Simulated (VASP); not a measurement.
Wanted: the native input for a VASP 6.6.1 run.

```yaml
Task: single point
Functional: PBEsol
Potentials_or_basis: VASP PAW PBE potentials, release 64 (Al, Ti_sv)
Cutoff: 520 eV
k_mesh: 9 × 9 × 1
Occupations: gaussian, width 0.1 eV
Spin: no spin polarisation
Dipole_correction: yes
Electric_field_eV/Å: 0.1
Further_INCAR_settings: ALGO = Normal; EDIFF = 1e-06; NBANDS = 48; EFIELD = -0.1
```

The structure of TiAl2 lies in POSCAR:

```
TiAl2
1.0
    3.9006678799      0.0000000000      0.0000000000
    0.0000000000      3.9724249773      0.0000000000
    0.0000000000      0.0000000000     25.1697036736
Al Ti
8 4
Direct
    0.5000000000      0.0000000000      0.2979772864
    0.0000000000      0.5000000000      0.2979772864
    0.5000000000      0.5000000000      0.3807725326
    0.0000000000      0.5000000000      0.4546078495
    0.0000000000      0.0000000000      0.5374030957
    0.5000000000      0.5000000000      0.5374030957
    0.0000000000      0.5000000000      0.6201983419
    0.5000000000      0.5000000000      0.6940336588
    0.0000000000      0.0000000000      0.3727834778
    0.5000000000      0.0000000000      0.4625969043
    0.5000000000      0.0000000000      0.6122092870
    0.0000000000      0.0000000000      0.7020227136
```

The input as run:

INCAR

```
SYSTEM = TiAl2
  PREC = Accurate
  ENCUT = 520
  EDIFF = 1E-6
  ISMEAR = 0
  SIGMA = 0.1
  LREAL = .False.
  LASPH = .True.
  NELM = 60
  ALGO = Normal
  ISIF = 2
  LWAVE = .False.
  LCHARG = .False.
  LDIPOL = .True.
  IDIPOL = 3
  DIPOL = 0.5 0.5 0.497
  GGA = PS
  NBANDS = 48
  EFIELD = -0.1
```

KPOINTS

```
regular mesh
0
Gamma
  9 9 1
  0 0 0
```

Potentials or basis: VASP PAW PBE potentials, release 64 (Al, Ti_sv).

Launch:

```sh
$ cat potpaw_PBE.64/Al/POTCAR potpaw_PBE.64/Ti_sv/POTCAR > POTCAR
$ mpirun -np 1 vasp_std > vasp.out
```

It gave:

```
Largest force          : 0.776 eV/Å
Band gap on the k mesh : zero (band 36 reaches 2.56 eV, above the bottom of band 37 at 1.77 eV)
```

Caveat: the PAW data sets were made with another functional, which shifts forces and pressure a little.

Wall time 9.8 min on 1 thread of AMD EPYC 9R45 96-Core Processor (Zen 5) (shared host), peak memory 0.62 GiB.
